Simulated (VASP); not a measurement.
# CoO (R-3m) in VASP: single point with PBE

Aim: the single point of CoO with PBE.

Everything below comes from runs of VASP 6.6.1. Logs are shortened: lines on timing, memory, paths and dates and some standing lists are left out, and cuts for length are marked.

## Step 1: The cell of the first run

The structure is trigonal, space group R-3m (No. 166). Conventional cell: a = 3.011 Å, b = 3.011 Å, c = 7.320 Å, α = 90.00°, β = 90.00°, γ = 120.00°. Co (site symmetry -3m) has 6 O at 2.12 Å within 2.8 Å. Within 2.8 Å of O (site symmetry -3m) lie 6 Co at 2.12 Å.

## Step 2: Single point, PBE, collinear spin, ferromagnetic start

Contents of INCAR:

```
SYSTEM = CoO
PREC = Accurate
ENCUT = 520
EDIFF = 1E-6
ISMEAR = 0
SIGMA = 0.1
LREAL = .FALSE.
LASPH = .TRUE.
NELM = 150
ALGO = Normal
ISIF = 2
LWAVE = .FALSE.
LCHARG = .FALSE.
ISPIN = 2
MAGMOM = 3 1
LORBIT = 11
LMAXMIX = 4
GGA = PE
NBANDS = 18
```

Contents of KPOINTS:

```
Automatic mesh
0
G
  6 6 6
  0 0 0
```

Contents of POSCAR:

```
CoO
1.0
    1.5054695445      0.8691832468      2.4399269062
   -1.5054695445      0.8691832468      2.4399269062
    0.0000000000     -1.7383664936      2.4399269062
Co O
1 1
Direct
    0.0000000000      0.0000000000      0.0000000000
    0.5000000000      0.5000000000      0.5000000000
```

Potentials or basis: VASP PAW PBE potentials, release 64 (Co, O).

On the command line:

```sh
$ cat potpaw_PBE.64/Co/POTCAR potpaw_PBE.64/O/POTCAR > POTCAR
$ mpirun -np 1 vasp_std > vasp.out
```

OUTCAR:

```text
SYSTEM = CoO
   PREC = Accurate
   ENCUT = 520
   EDIFF = 1E-6
   ISMEAR = 0
   LREAL = .FALSE.
   LASPH = .TRUE.
   NELM = 150
   ISIF = 2
   ISPIN = 2
   LORBIT = 11
   GGA = PE

 ion  position               nearest neighbor table
   1  0.000  0.000  0.000-   2 2.12   2 2.12   2 2.12   2 2.12   2 2.12   2 2.12
   2  0.500  0.500  0.500-   1 2.12   1 2.12   1 2.12   1 2.12   1 2.12   1 2.12

  LATTYP: Found a trigonal (rhomboedric) cell.
 ALAT       =     2.9958573687
 COS(alpha) =     0.4949531368

  Lattice vectors:

 A1 = (   1.5054695445,   0.8691832468,   2.4399269062)
 A2 = (  -1.5054695445,   0.8691832468,   2.4399269062)
 A3 = (   0.0000000000,  -1.7383664936,   2.4399269062)

Analysis of symmetry for initial positions (statically):
=====================================================================
 Subroutine PRICEL returns:
 Original cell was already a primitive cell.

 Routine SETGRP: Setting up the symmetry group for a
 trigonal (rhombohedral) supercell.

 Subroutine GETGRP returns: Found 12 space group operations
 (whereof 12 operations were pure point group operations)
 out of a pool of 12 trial point group operations.

The static configuration has the point symmetry D_3d.

Analysis of symmetry for dynamics (positions and initial velocities):
=====================================================================
 Subroutine PRICEL returns:
 Original cell was already a primitive cell.

 Routine SETGRP: Setting up the symmetry group for a
 trigonal (rhombohedral) supercell.

 Subroutine GETGRP returns: Found 12 space group operations
 (whereof 12 operations were pure point group operations)
 out of a pool of 12 trial point group operations.

The dynamic configuration has the point symmetry D_3d.

Analysis of structural, dynamic, and magnetic symmetry:
=====================================================================
 Subroutine PRICEL returns:
 Original cell was already a primitive cell.

 Routine SETGRP: Setting up the symmetry group for a
 trigonal (rhombohedral) supercell.

 Subroutine GETGRP returns: Found 12 space group operations
 (whereof 12 operations were pure point group operations)
 out of a pool of 12 trial point group operations.

The overall configuration has the point symmetry D_3d.

 Subroutine INISYM returns: Found 12 space group operations
 (whereof 12 operations are pure point group operations),
 and found     1 'primitive' translations

----------------------------------------------------------------------------------------

                                     Primitive cell

  volume of cell :      19.1563

  direct lattice vectors                    reciprocal lattice vectors
     1.505469544  0.869183247  2.439926906     0.332122295  0.191750896  0.136616114
    -1.505469544  0.869183247  2.439926906    -0.332122295  0.191750896  0.136616114
     0.000000000 -1.738366494  2.439926906     0.000000000 -0.383501793  0.136616114

  length of vectors
     2.995857369  2.995857369  2.995857369     0.407108816  0.407108816  0.407108816

  position of ions in fractional coordinates (direct lattice)
     0.000000000  0.000000000  0.000000000
     0.500000000  0.500000000  0.500000000

  ion indices of the primitive-cell ions
   primitive index   ion index
                 1           1
                 2           2

----------------------------------------------------------------------------------------

 KPOINTS: Automatic mesh

Automatic generation of k-mesh.
 Grid dimensions read from file:
 generate k-points for:    6    6    6

 Generating k-lattice:

  Cartesian coordinates                     Fractional coordinates (reciprocal lattice)
     0.055353716  0.031958483  0.022769352     0.166666667  0.000000000  0.000000000
    -0.055353716  0.031958483  0.022769352     0.000000000  0.166666667  0.000000000
     0.000000000 -0.063916965  0.022769352     0.000000000  0.000000000  0.166666667

  Length of vectors
     0.067851469  0.067851469  0.067851469

  Shift w.r.t. Gamma in fractional coordinates (k-lattice)
     0.000000000  0.000000000  0.000000000

 Subroutine IBZKPT returns following result:
 ===========================================

 Found     32 irreducible k-points:

 Following reciprocal coordinates:
            Coordinates               Weight
  0.000000  0.000000  0.000000      1.000000
  0.166667  0.000000 -0.000000      6.000000
  0.333333  0.000000  0.000000      6.000000
  0.500000 -0.000000  0.000000      3.000000
  0.166667  0.166667 -0.000000      6.000000
  0.333333  0.166667  0.000000     12.000000
[... 16 lines left out ...]
  0.500000  0.500000  0.166667      6.000000
 -0.333333  0.500000  0.166667     12.000000
 [... further k-points ...]
   k-points           NKPTS =     32   k-points in BZ     NKDIM =     32   number of bands    NBANDS=     18
   number of dos      NEDOS =    301   number of ions     NIONS =      2
   total plane-waves  NPLWV =  13824
   dimension x,y,z NGX =    24 NGY =   24 NGZ =   24
   dimension x,y,z NGXF=    48 NGYF=   48 NGZF=   48
   ions per type =               1   1
   NGX,Y,Z   is equivalent  to a cutoff of  13.32, 13.32, 13.32 a.u.
   NGXF,Y,Z  is equivalent  to a cutoff of  26.64, 26.64, 26.64 a.u.
 SYSTEM =  CoO
   PREC   = accura    normal or accurate (medium, high low for compatibility)
   ISTART =      0    job   : 0-new  1-cont  2-samecut
   ICHARG =      2    charge: 1-file 2-atom 10-const
   ISPIN  =      2    spin polarized calculation?
   LNONCOLLINEAR =      F non collinear calculations
   LSORBIT =      F    spin-orbit coupling
   LASPH  =      T    aspherical Exc in radial PAW
   ENCUT  =  520.0 eV  38.22 Ry    6.18 a.u.   5.57  5.57  5.57*2*pi/ulx,y,z
   NELM   =    150;   NELMIN=  2; NELMDL= -5     # of ELM steps
   EDIFF  = 0.1E-05   stopping-criterion for ELM
   LREAL  =      F    real-space projection
   EDIFFG = 0.1E-04   stopping-criterion for IOM
   NSW    =      0    number of steps for IOM
   IBRION =     -1    ionic relax: 0-MD 1-quasi-New 2-CG
   NFREE  =      0    steps in history (QN), initial steepest desc. (CG)
   ISIF   =      2    stress and relaxation
   ISYM   =      2    0-nonsym 1-usesym 2-fastsym
   POTIM  = 0.5000    time-step for ionic-motion
   TEBEG  =    0.0;   TEEND  =   0.0 temperature during run
   PSTRESS=    0.0 pullay stress
   NELECT =      15.0000    total number of electrons
   NUPDOWN=      -1.0000    fix difference up-down
   EMIN   =  10.00;   EMAX   =-10.00  energy-range for DOS
   EFERMI =   0.00;   METHOD = LEGACY
   ISMEAR =     0;   SIGMA  =   0.10  broadening in eV -4-tet -1-fermi 0-gaus
   EFERMI_NEDOS =   21; number of points for ismear=-14 and -15
   IALGO  =     38    algorithm
   IMIX   =      4    mixing-type and parameters
     AMIX     =   0.40;   BMIX     =  1.00
     AMIX_MAG =   1.60;   BMIX_MAG =  1.00
  volume/ion in A,a.u.               =       9.58        64.64
  Fermi-wavevector in a.u.,A,eV,Ry     =   1.508927  2.851458 30.978555  2.276860
  Thomas-Fermi vector in A             =   2.619316
   LORBIT       =     11    0 simple, 1 ext, 2 COOP (PROOUT), +10 PAW based schemes
   GGA     = PE    functional components
   LHFCALC =     F    Hartree Fock is set to
   AEXX    =    0.0000 exact exchange contribution
   IVDW    =     0    specifies the selected vdW correction
   LEPSILON=     F    determine dielectric tensor
   LRPA    =     F    only Hartree local field effects (RPA)
 spin polarized calculation
 Gauss-broadening in eV      SIGMA  =   0.10
  energy-cutoff  :      520.00
  volume of cell :       19.16
 maximum number of plane-waves:       531
 NGX is ok and might be reduce to    24
   NGX = 11   NGY = 11   NGZ = 11

 number of electron      15.0000005 magnetization       2.7301293

 Free energy of the ion-electron system (eV)
  ---------------------------------------------------
  ext. energy  EPLUGINS =         0.00000000
  ---------------------------------------------------
  free energy    TOTEN  =       -13.06613988 eV

  energy without entropy =      -13.04519078  energy(sigma->0) =      -13.05566533

 E-fermi :   8.0319     XC(G=0): -12.4600

 val. band max:        8.0090792304   @ k =  -0.1667   0.3333   0.1667
 cond. band min:       8.0360804749   @ k =  -0.3333   0.1667  -0.0000
 fundamental gap:      0.0270012446
 Fermi energy:         8.0318568523

 spin component 1

 k-point     1 :       0.0000    0.0000    0.0000
  band No.  band energies     occupation
      1     -12.2572      1.00000
      2       4.8403      1.00000
      3       4.8403      1.00000
      4       4.8564      1.00000
      5       4.8564      1.00000
      6       4.8884      1.00000
[... 10 lines left out ...]
     17      29.7732      0.00000
     18      33.0888      0.00000
[... 463 lines left out ...]
 k-point    24 :      -0.3333    0.5000    0.1667
  band No.  band energies     occupation
      1     -10.9138      1.00000
      2       1.4554      1.00000
      3       2.2576      1.00000
      4       2.3842      1.00000
      5       5.4031      1.00000
      6       5.5892      1.00000
[... 10 lines left out ...]
     17      38.6095      0.00000
     18      39.4628      0.00000

 [... further k-points ...]

 spin component 2

 k-point     1 :       0.0000    0.0000    0.0000
  band No.  band energies     occupation
      1     -11.8355      1.00000
      2       5.3058      1.00000
      3       5.3058      1.00000
      4       5.3581      1.00000
      5       6.8965      1.00000
      6       6.8965      1.00000
[... 10 lines left out ...]
     17      30.6955      0.00000
     18      33.8837      0.00000
[... 463 lines left out ...]
 k-point    24 :      -0.3333    0.5000    0.1667
  band No.  band energies     occupation
      1     -10.4288      1.00000
      2       1.8703      1.00000
      3       2.9314      1.00000
      4       3.1525      1.00000
      5       7.0032      1.00000
      6       7.9706      0.80695
[... 10 lines left out ...]
     17      39.3191      0.00000
     18      39.5476      0.00000

 [... further k-points ...]
[... 5 lines left out ...]
  --------------------------------------------------------------------------------------
  -------------------------------------------------------------------------------------
  Total       -0.2419151     -0.2419151     -0.2982990      0.0000000     -0.0000000      0.0000000
  in kB      -20.2330872    -20.2330872    -24.9488776      0.0000000     -0.0000000      0.0000000
  external PRESSURE =     -21.8050173 kB  Pullay stress =       0.0000000 kB

 VOLUME and BASIS-vectors are now :
 -----------------------------------------------------------------------------
  energy-cutoff  :      520.00
  volume of cell :       19.16
      direct lattice vectors                 reciprocal lattice vectors
     1.505469544  0.869183247  2.439926906     0.332122295  0.191750896  0.136616114
    -1.505469544  0.869183247  2.439926906    -0.332122295  0.191750896  0.136616114
     0.000000000 -1.738366494  2.439926906     0.000000000 -0.383501793  0.136616114

 POSITION                                       TOTAL-FORCE (eV/Angst)
 -----------------------------------------------------------------------------------
      0.00000      0.00000      0.00000        -0.000000      0.000000     -0.000000
      0.00000      0.00000      3.65989         0.000000      0.000000      0.000000
 -----------------------------------------------------------------------------------
    total drift:                               -0.000000      0.000000     -0.000000

  FREE ENERGIE OF THE ION-ELECTRON SYSTEM (eV)
  ---------------------------------------------------
  free  energy   TOTEN  =       -13.0661398794 eV

  energy  without entropy=      -13.0451907792  energy(sigma->0) =      -13.05566533

 total charge

# of ion       s       p       d       tot
------------------------------------------
    1        0.295   0.360   7.163   7.818
    2        1.557   3.419   0.000   4.977
--------------------------------------------------
tot          1.852   3.779   7.163  12.795

 magnetization (x)

# of ion       s       p       d       tot
------------------------------------------
    1        0.021   0.018   2.400   2.439
    2        0.028   0.218   0.000   0.245
--------------------------------------------------
tot          0.049   0.236   2.400   2.685
```

Run time: 18 s. Hardware: 1 thread of Intel Xeon Platinum 8259CL at 2.50GHz (Skylake/Cascade Lake), shared host; peak memory 0.15 GiB.

What came out:

```
Free energy                                           : -13.0661 eV
Pressure                                              : -2.2 GPa
Net moment                                            : 2.73 μB per cell
Site moments                                          : Co +2.44; O +0.24 μB
Valence electrons inside the program's atomic spheres : Co 7.82; O 4.98
```

Stress tensor (GPa, compression positive):
```
-2.02  0.00  0.00
 0.00 -2.02  0.00
 0.00  0.00 -2.49
```

Caveat: the k points lie up to 0.43 Å⁻¹ apart; a cell with one magnetic atom can't hold antiferromagnetic order, which such compounds often take; semilocal functionals often make such compounds metallic where correlation or magnetic order opens a gap, which also shifts bond lengths. With open d or f shells a metallic result of PBE can be an artefact of self-interaction; +U or a hybrid may open a gap.
